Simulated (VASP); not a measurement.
# BaH2: relaxation of shape and atoms at fixed volume with PBEsol

Crystal: BaH2.

```
Ba H
1.0
     4.27393    0.00000    0.00000
    -2.13696    3.70133    0.00000
     0.00000    0.00000    5.55052
Ba H
2 4
Direct
  0.66667 0.33333 0.75000
  0.33333 0.66667 0.25000
  0.33333 0.66667 0.75000
  0.66667 0.33333 0.25000
  0.00000 0.00000 0.50000
  0.00000 0.00000 0.00000
```

```yaml
Program: VASP 6.6.1
Task: relaxation of shape and atoms at fixed volume
Functional: PBEsol
Potentials_or_basis: VASP PAW PBE potentials, release 64 (Ba_sv, H)
Cutoff: 600 eV
k_mesh: 9 × 9 × 6
Occupations: gaussian, width 0.02 eV
Spin: no spin polarisation
Dipole_correction: no
Further_INCAR_settings: ALGO = Normal; EDIFF = 1e-06; IBRION = 2; EDIFFG = -0.01; NSW = 50; ISIF = 4
```

```json
{
 "Energy gained by relaxing": "0.1 meV/atom",
 "Ionic steps": "3",
 "Pressure after relaxing": "5.1 GPa",
 "Band gap on the k mesh": "1.67 eV (least direct gap 2.32 eV)"
}
```

Stress tensor (GPa, compression positive):
```
5.16 0.00 0.00
0.00 5.16 0.00
0.00 0.00 5.06
```

The path:
| step | energy change (eV) | largest force (eV/Å) | pressure (GPa) | volume (Å³) |
| --- | --- | --- | --- | --- |
| 1 | 0.0000 | 0.0000 | 5.21 | 87.80 |
| 2 | -0.0005 | 0.0000 | 5.17 | 87.80 |
| 3 | -0.0007 | 0.0000 | 5.13 | 87.80 |

Final structure:
```yaml
crystal:
  lattice:
    - [4.28177, 0.00000, 0.00000]
    - [-2.14089, 3.70812, 0.00000]
    - [0.00000, 0.00000, 5.53020]
  atoms:
    - { symbol: Ba, position: [0.66667, 0.33333, 0.75000] }
    - { symbol: Ba, position: [0.33333, 0.66667, 0.25000] }
    - { symbol: H, position: [0.33333, 0.66667, 0.75000] }
    - { symbol: H, position: [0.66667, 0.33333, 0.25000] }
    - { symbol: H, position: [0.00000, 0.00000, 0.50000] }
    - { symbol: H, position: [0.00000, 0.00000, 0.00000] }
```

Levels at points of the mesh, in eV from the valence-band top:
```tsv
k point	band 10	band 11	band 12	band 13	band 14	band 15
(0.00, 0.00, 0.00)	-3.45	-0.04	-0.04	2.67	2.67	3.80
(0.00, 0.00, 0.50)	-3.24	-0.41	-0.41	2.41	2.41	2.41
```

It took 120 s on 1 thread of Intel Xeon 6975P-C, on a shared host, peak memory 0.28 GiB.

Caveat: the PAW data sets were made with another functional, which shifts forces and pressure a little; spin-orbit coupling is left out, which moves the levels of the heavy elements. A k mesh can miss the band edges.
